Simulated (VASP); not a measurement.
Here is a VASP 6.6.1 calculation.

Contents of INCAR:

```
SYSTEM = Ir
PREC = Accurate
ENCUT = 560
EDIFF = 1E-6
ISMEAR = 0
SIGMA = 0.15
LREAL = .False.
LASPH = .True.
NELM = 120
ALGO = Normal
ISIF = 2
LWAVE = .False.
LCHARG = .True.
LELF = .True.
LVHAR = .True.
NBANDS = 14
GGA_COMPAT = .False.
```

Contents of KPOINTS:

```
regular mesh
0
Gamma
  22 22 22
  0 0 0
```

File POSCAR:

```
Ir
1.0
    0.0000000000      1.9197000000      1.9197000000
    1.9197000000      0.0000000000      1.9197000000
    1.9197000000      1.9197000000      0.0000000000
Ir
1
Direct
    0.0000000000      0.0000000000      0.0000000000
```

Potentials or basis: VASP PAW LDA potentials, release 64 (Ir_sv_GW).

The run is started by

```bash
$ cat potpaw_LDA.64/Ir_sv_GW/POTCAR > POTCAR
$ mpirun -np 1 vasp_std > vasp.out
```

Estimate the band gap on the k mesh.

zero (an odd number of electrons rules out a gap without spin polarisation).

Predict the pressure.

-8.8 GPa.

Caveat: the cell stands under tension; spin-orbit coupling is left out, which moves the levels of the heavy elements.
